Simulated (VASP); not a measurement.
# WC (P-6m2) in VASP: a series of runs

The runs below take WC through single point, with PBE.

Everything below comes from runs of VASP 6.6.1. Logs are shortened: lines on timing, memory, paths and dates and some standing lists are left out, and cuts for length are marked.

### 1 The cell of the first run

It takes space group P-6m2 (No. 187, hexagonal). Conventional cell: a = 2.901 Å, b = 2.901 Å, c = 2.829 Å, α = 90.00°, β = 90.00°, γ = 120.00°. W (site symmetry -6m2) has 6 C at 2.19 Å and 8 W at 2.83 to 2.90 Å within 3.0 Å. Within 3.0 Å of C (site symmetry -6m2) lie 6 W at 2.19 Å and 8 C at 2.83 to 2.90 Å.

### 2 Single point, PBE

INCAR

```
PREC = Accurate
ENCUT = 520
EDIFF = 1E-6
ISMEAR = -1
SIGMA = 0.05
LREAL = False
LASPH = True
NELM = 80
ALGO = Normal
ISIF = 2
LWAVE = False
LCHARG = False
GGA = PE
NBANDS = 16
```

KPOINTS

```
regular mesh
0
Gamma
  13 13 12
```

POSCAR

```
WC
1.0
    2.9005014360      0.0000000000      0.0000000000
   -1.4502507180      2.5119079273      0.0000000000
    0.0000000000      0.0000000000      2.8290000000
W C
1 1
Direct
    0.0000000000      0.0000000000      0.0000000000
    0.6666666667      0.3333333333      0.5000000000
```

Potentials or basis: VASP PAW PBE potentials, release 64 (W_sv, C).

Run with:

```console
cat potpaw_PBE.64/W_sv/POTCAR potpaw_PBE.64/C/POTCAR > POTCAR
mpirun -np 1 vasp_std > vasp.out
```

OUTCAR:

```text
PREC = Accurate
   ENCUT = 520
   EDIFF = 1E-6
   ISMEAR = -1
   LREAL = False
   LASPH = True
   NELM = 80
   ISIF = 2
   GGA = PE

 ion  position               nearest neighbor table
   1  0.000  0.000  0.000-   2 2.19   2 2.19   2 2.19   2 2.19   2 2.19   2 2.19
   2  0.667  0.333  0.500-   1 2.19   1 2.19   1 2.19   1 2.19   1 2.19   1 2.19

  LATTYP: Found a hexagonal cell.
 ALAT       =     2.9005014360
 C/A-ratio  =     0.9753485949

  Lattice vectors:

 A1 = (   2.9005014360,   0.0000000000,   0.0000000000)
 A2 = (  -1.4502507180,   2.5119079273,   0.0000000000)
 A3 = (   0.0000000000,   0.0000000000,   2.8290000000)

Analysis of symmetry for initial positions (statically):
=====================================================================
 Subroutine PRICEL returns:
 Original cell was already a primitive cell.

 Routine SETGRP: Setting up the symmetry group for a
 hexagonal supercell.

 Subroutine GETGRP returns: Found 12 space group operations
 (whereof 12 operations were pure point group operations)
 out of a pool of 24 trial point group operations.

The static configuration has the point symmetry D_3h.

Analysis of symmetry for dynamics (positions and initial velocities):
=====================================================================
 Subroutine PRICEL returns:
 Original cell was already a primitive cell.

 Routine SETGRP: Setting up the symmetry group for a
 hexagonal supercell.

 Subroutine GETGRP returns: Found 12 space group operations
 (whereof 12 operations were pure point group operations)
 out of a pool of 24 trial point group operations.

The dynamic configuration has the point symmetry D_3h.

 Subroutine INISYM returns: Found 12 space group operations
 (whereof 12 operations are pure point group operations),
 and found     1 'primitive' translations

----------------------------------------------------------------------------------------

                                     Primitive cell

  volume of cell :      20.6115

  direct lattice vectors                    reciprocal lattice vectors
     2.900501436  0.000000000  0.000000000     0.344767973  0.199051882  0.000000000
    -1.450250718  2.511907927  0.000000000     0.000000000  0.398103764  0.000000000
     0.000000000  0.000000000  2.829000000     0.000000000  0.000000000  0.353481796

  length of vectors
     2.900501436  2.900501436  2.829000000     0.398103764  0.398103764  0.353481796

  position of ions in fractional coordinates (direct lattice)
     0.000000000  0.000000000  0.000000000
     0.666666667  0.333333333  0.500000000

  ion indices of the primitive-cell ions
   primitive index   ion index
                 1           1
                 2           2

----------------------------------------------------------------------------------------

 KPOINTS: regular mesh

Automatic generation of k-mesh.
 Grid dimensions read from file:
 generate k-points for:   13   13   12

 Generating k-lattice:

  Cartesian coordinates                     Fractional coordinates (reciprocal lattice)
     0.026520613  0.015311683  0.000000000     0.076923077 -0.000000000  0.000000000
     0.000000000  0.030623366  0.000000000     0.000000000  0.076923077  0.000000000
     0.000000000  0.000000000  0.029456816     0.000000000  0.000000000  0.083333333

  Length of vectors
     0.030623366  0.030623366  0.029456816

  Shift w.r.t. Gamma in fractional coordinates (k-lattice)
     0.000000000  0.000000000  0.000000000

 Subroutine IBZKPT returns following result:
 ===========================================

 Found    147 irreducible k-points:

 Following reciprocal coordinates:
            Coordinates               Weight
  0.000000  0.000000  0.000000      1.000000
  0.076923 -0.000000  0.000000      6.000000
  0.153846  0.000000  0.000000      6.000000
  0.230769  0.000000  0.000000      6.000000
  0.307692  0.000000  0.000000      6.000000
  0.384615  0.000000  0.000000      6.000000
[... 16 lines left out ...]
  0.076923 -0.000000  0.083333     12.000000
  0.153846  0.000000  0.083333     12.000000
 [... further k-points ...]
   k-points           NKPTS =    147   k-points in BZ     NKDIM =    147   number of bands    NBANDS=     16
   number of dos      NEDOS =    301   number of ions     NIONS =      2
   total plane-waves  NPLWV =  13824
   dimension x,y,z NGX =    24 NGY =   24 NGZ =   24
   dimension x,y,z NGXF=    48 NGYF=   48 NGZF=   48
   ions per type =               1   1
   NGX,Y,Z   is equivalent  to a cutoff of  13.76, 13.76, 14.10 a.u.
   NGXF,Y,Z  is equivalent  to a cutoff of  27.51, 27.51, 28.21 a.u.
 SYSTEM =  unknown system
   PREC   = accura    normal or accurate (medium, high low for compatibility)
   ISTART =      0    job   : 0-new  1-cont  2-samecut
   ICHARG =      2    charge: 1-file 2-atom 10-const
   ISPIN  =      1    spin polarized calculation?
   LNONCOLLINEAR =      F non collinear calculations
   LSORBIT =      F    spin-orbit coupling
   LASPH  =      T    aspherical Exc in radial PAW
   ENCUT  =  520.0 eV  38.22 Ry    6.18 a.u.   5.39  5.39  5.26*2*pi/ulx,y,z
   NELM   =     80;   NELMIN=  2; NELMDL= -5     # of ELM steps
   EDIFF  = 0.1E-05   stopping-criterion for ELM
   LREAL  =      F    real-space projection
   EDIFFG = 0.1E-04   stopping-criterion for IOM
   NSW    =      0    number of steps for IOM
   IBRION =     -1    ionic relax: 0-MD 1-quasi-New 2-CG
   NFREE  =      0    steps in history (QN), initial steepest desc. (CG)
   ISIF   =      2    stress and relaxation
   ISYM   =      2    0-nonsym 1-usesym 2-fastsym
   POTIM  = 0.5000    time-step for ionic-motion
   TEBEG  =    0.0;   TEEND  =   0.0 temperature during run
   PSTRESS=    0.0 pullay stress
   NELECT =      18.0000    total number of electrons
   NUPDOWN=      -1.0000    fix difference up-down
   EMIN   =  10.00;   EMAX   =-10.00  energy-range for DOS
   EFERMI =   0.00;   METHOD = LEGACY
   ISMEAR =    -1;   SIGMA  =   0.05  broadening in eV -4-tet -1-fermi 0-gaus
   EFERMI_NEDOS =   21; number of points for ismear=-14 and -15
   IALGO  =     38    algorithm
   IMIX   =      4    mixing-type and parameters
     AMIX     =   0.40;   BMIX     =  1.00
     AMIX_MAG =   1.60;   BMIX_MAG =  1.00
  volume/ion in A,a.u.               =      10.31        69.55
  Fermi-wavevector in a.u.,A,eV,Ry     =   1.564813  2.957068 33.315762  2.448639
  Thomas-Fermi vector in A             =   2.667381
   LORBIT       =      0    0 simple, 1 ext, 2 COOP (PROOUT), +10 PAW based schemes
   GGA     = PE    functional components
   LHFCALC =     F    Hartree Fock is set to
   AEXX    =    0.0000 exact exchange contribution
   IVDW    =     0    specifies the selected vdW correction
   LEPSILON=     F    determine dielectric tensor
   LRPA    =     F    only Hartree local field effects (RPA)
 non-spin polarized calculation
  energy-cutoff  :      520.00
  volume of cell :       20.61
 maximum number of plane-waves:       580
 NGX is ok and might be reduce to    24
   NGX = 11   NGY = 11   NGZ = 11

 number of electron      18.0000001 magnetization

 Free energy of the ion-electron system (eV)
  ---------------------------------------------------
  ext. energy  EPLUGINS =         0.00000000
  ---------------------------------------------------
  free energy    TOTEN  =       -22.43606390 eV

  energy without entropy =      -22.43332162  energy(sigma->0) =      -22.43469276

 E-fermi :  11.1874     XC(G=0): -13.8375

 val. band max:       11.1546142108   @ k =   0.4615   0.0769   0.4167
 cond. band min:      11.1873784579   @ k =   0.0769   0.0769   0.4167
 fundamental gap:      0.0327642471
 Fermi energy:        11.1873558233

 k-point     1 :       0.0000    0.0000    0.0000
  band No.  band energies     occupation
      1     -62.8097      2.00000
      2     -26.7874      2.00000
      3     -26.6882      2.00000
      4     -26.6882      2.00000
      5      -3.3264      2.00000
      6       6.8272      2.00000
[... 8 lines left out ...]
     15      25.5940      0.00000
     16      27.9741      0.00000

 k-point     2 :       0.0769   -0.0000    0.0000
  band No.  band energies     occupation
      1     -62.8063      2.00000
      2     -26.7809      2.00000
      3     -26.7386      2.00000
      4     -26.6996      2.00000
      5      -3.1695      2.00000
      6       6.8722      2.00000
[... 8 lines left out ...]
     15      25.2737      0.00000
     16      28.3039      0.00000

 k-point     3 :       0.1538    0.0000    0.0000
  band No.  band energies     occupation
      1     -62.7968      2.00000
      2     -26.8763      2.00000
      3     -26.7630      2.00000
      4     -26.7310      2.00000
      5      -2.7225      2.00000
      6       6.5679      2.00000
[... 8 lines left out ...]
     15      24.9285      0.00000
     16      29.2217      0.00000

 k-point     4 :       0.2308    0.0000    0.0000
  band No.  band energies     occupation
      1     -62.7834      2.00000
      2     -27.0658      2.00000
      3     -26.7749      2.00000
      4     -26.7375      2.00000
      5      -2.0529      2.00000
      6       5.8148      2.00000
[... 8 lines left out ...]
     15      25.1057      0.00000
     16      29.5464      0.00000
[... 324 lines left out ...]
 k-point    22 :       0.0000    0.0000    0.0833
  band No.  band energies     occupation
      1     -62.8069      2.00000
      2     -26.8412      2.00000
      3     -26.6836      2.00000
      4     -26.6836      2.00000
      5      -3.1546      2.00000
      6       6.7429      2.00000
[... 8 lines left out ...]
     15      25.9881      0.00000
     16      28.0130      0.00000

 k-point    23 :       0.0769   -0.0000    0.0833
  band No.  band energies     occupation
      1     -62.8035      2.00000
      2     -26.8347      2.00000
      3     -26.7336      2.00000
      4     -26.6949      2.00000
      5      -3.0015      2.00000
      6       6.8162      2.00000
[... 8 lines left out ...]
     15      25.4559      0.00000
     16      28.3009      0.00000

 k-point    24 :       0.1538    0.0000    0.0833
  band No.  band energies     occupation
      1     -62.7940      2.00000
      2     -26.8719      2.00000
      3     -26.8148      2.00000
      4     -26.7262      2.00000
      5      -2.5663      2.00000
      6       6.6350      2.00000
[... 8 lines left out ...]
     15      24.8479      0.00000
     16      29.1225      0.00000

 [... further k-points ...]

------------------------ aborting loop because EDIFF is reached ----------------------------------------

  FORCE on cell =-STRESS in cart. coord.  units (eV):
  Direction    XX          YY          ZZ          XY          YZ          ZX
  --------------------------------------------------------------------------------------
  -------------------------------------------------------------------------------------
  Total        1.2088576      1.2088576      1.2664981      0.0000000      0.0000000      0.0000000
  in kB       93.9671322     93.9671322     98.4476541      0.0000000      0.0000000      0.0000000
  external PRESSURE =      95.4606395 kB  Pullay stress =       0.0000000 kB

 VOLUME and BASIS-vectors are now :
 -----------------------------------------------------------------------------
  energy-cutoff  :      520.00
  volume of cell :       20.61
      direct lattice vectors                 reciprocal lattice vectors
     2.900501436  0.000000000  0.000000000     0.344767973  0.199051882  0.000000000
    -1.450250718  2.511907927  0.000000000     0.000000000  0.398103764  0.000000000
     0.000000000  0.000000000  2.829000000     0.000000000  0.000000000  0.353481796

 POSITION                                       TOTAL-FORCE (eV/Angst)
 -----------------------------------------------------------------------------------
      0.00000      0.00000      0.00000         0.000000      0.000000      0.000000
      1.45025      0.83730      1.41450        -0.000000      0.000000      0.000000
 -----------------------------------------------------------------------------------
    total drift:                                0.000000     -0.000000      0.000000

  FREE ENERGIE OF THE ION-ELECTRON SYSTEM (eV)
  ---------------------------------------------------
  free  energy   TOTEN  =       -22.4360639011 eV

  energy  without entropy=      -22.4333216189  energy(sigma->0) =      -22.43469276
```

Run time: 54 s. Hardware: 1 thread of Intel Xeon 8259CL, shared host; peak memory 0.18 GiB.

Results:

- Free energy: -22.4361 eV
- Pressure: 9.5 GPa
- Band gap on the k mesh: zero (bands 9 and 10 overlap by 1.29 eV)

Levels at points of the mesh, in eV from the Fermi level:
```
           k point  band 6  band 7  band 8  band 9  band 10  band 11  band 12  band 13
(0.00, 0.00, 0.00)   -4.36   -3.38   -3.38    0.08     3.26     3.26     5.66     5.66
(0.00, 0.00, 0.50)   -8.71   -2.05   -2.05   -0.60    -0.60     3.70     4.53     4.53
```

Caveat: the cell stands under pressure; spin-orbit coupling is left out, which moves the levels of the heavy elements.

### 3 Single point, PBE (10.92 Å³/atom)

This run uses another cell than the first one, of 10.92 Å³/atom.

INCAR

```
  PREC = Accurate
  ENCUT = 520
  EDIFF = 1E-6
  ISMEAR = -1
  SIGMA = 0.05
  LREAL = False
  LASPH = True
  NELM = 100
  ALGO = Normal
  ISIF = 2
  LWAVE = False
  LCHARG = False
  GGA = PE
  NBANDS = 16
```

KPOINTS

```
Automatic mesh
0
Gamma
  13 13 12
```

POSCAR

```
WC
1.0
    2.9573884556      0.0000000000      0.0000000000
   -1.4786942278      2.5611735314      0.0000000000
    0.0000000000      0.0000000000      2.8844846746
W C
1 1
Direct
    0.0000000000      0.0000000000      0.0000000000
    0.6666666667      0.3333333333      0.5000000000
```

Potentials or basis: VASP PAW PBE potentials, release 64 (W_sv, C).

Run with:

```console
cat potpaw_PBE.64/W_sv/POTCAR potpaw_PBE.64/C/POTCAR > POTCAR
mpirun -np 1 vasp_std > vasp.out
```

Run time: 53 s. Hardware: 1 thread of Intel Xeon 8259CL, shared host; peak memory 0.18 GiB.

It converged, with:

| Property | Result |
| --- | --- |
| Free energy | -22.4213 eV |
| Pressure | -12.5 GPa |
| Band gap on the k mesh | zero (bands 9 and 10 overlap by 1.20 eV) |

Stress tensor (GPa, compression positive):
```
-11.53   0.00   0.00
  0.00 -11.53   0.00
  0.00   0.00 -14.29
```

Levels at points of the mesh, in eV from the Fermi level:
| k point | band 6 | band 7 | band 8 | band 9 | band 10 | band 11 | band 12 | band 13 |
| --- | --- | --- | --- | --- | --- | --- | --- | --- |
| (0.00, 0.00, 0.00) | -4.02 | -3.12 | -3.12 | 0.09 | 3.01 | 3.01 | 5.35 | 5.35 |
| (0.00, 0.00, 0.50) | -8.32 | -1.88 | -1.88 | -0.52 | -0.52 | 3.47 | 4.39 | 4.39 |

Caveat: the cell stands under tension; spin-orbit coupling is left out, which moves the levels of the heavy elements.
